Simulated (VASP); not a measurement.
Wanted: the native input for a VASP 6.6.1 run.

```
Task                   : single point
Functional             : LDA
Potentials or basis    : VASP PAW LDA potentials, release 64 (Hf_pv, B)
Cutoff                 : 520 eV
k mesh                 : 10 × 10 × 8
Occupations            : fermi-dirac, width 0.05 eV
Spin                   : no spin polarisation
Dipole correction      : no
Further INCAR settings : ALGO = Normal; EDIFF = 1e-06; NBANDS = 15
```

The structure of HfB2 lies in POSCAR:

```
HfB2
1.0
    3.1400000000      0.0000000000      0.0000000000
   -1.5700000000      2.7193197679      0.0000000000
    0.0000000000      0.0000000000      3.4800000000
Hf B
1 2
Direct
    0.0000000000      0.0000000000      0.0000000000
    0.6666666667      0.3333333333      0.5000000000
    0.3333333333      0.6666666667      0.5000000000
```

One way to write it, as run:

INCAR

```
SYSTEM = HfB2
PREC = Accurate
ENCUT = 520
EDIFF = 1E-6
ISMEAR = -1
SIGMA = 0.05
LREAL = .False.
LASPH = .True.
NELM = 60
ALGO = Normal
ISIF = 2
LWAVE = .False.
LCHARG = .True.
LELF = .True.
LVHAR = .True.
NBANDS = 15
```

KPOINTS

```
Automatic mesh
0
Gamma
  10 10 8
  0 0 0
```

Potentials or basis: VASP PAW LDA potentials, release 64 (Hf_pv, B).

Launch:

```sh
$ cat potpaw_LDA.64/Hf_pv/POTCAR potpaw_LDA.64/B/POTCAR > POTCAR
$ mpirun -np 1 vasp_std > vasp.out
```

It gave:

```yaml
Pressure: -9.7 GPa
Band_gap_on_the_k_mesh: zero (band 8 reaches 8.21 eV, above the bottom of band 9 at 7.40 eV)
```

Caveat: spin-orbit coupling is left out, which moves the levels of the heavy elements.

It took 19 s on 1 thread of Intel Xeon 6975P-C, with other jobs on the host, peak memory 0.15 GiB.
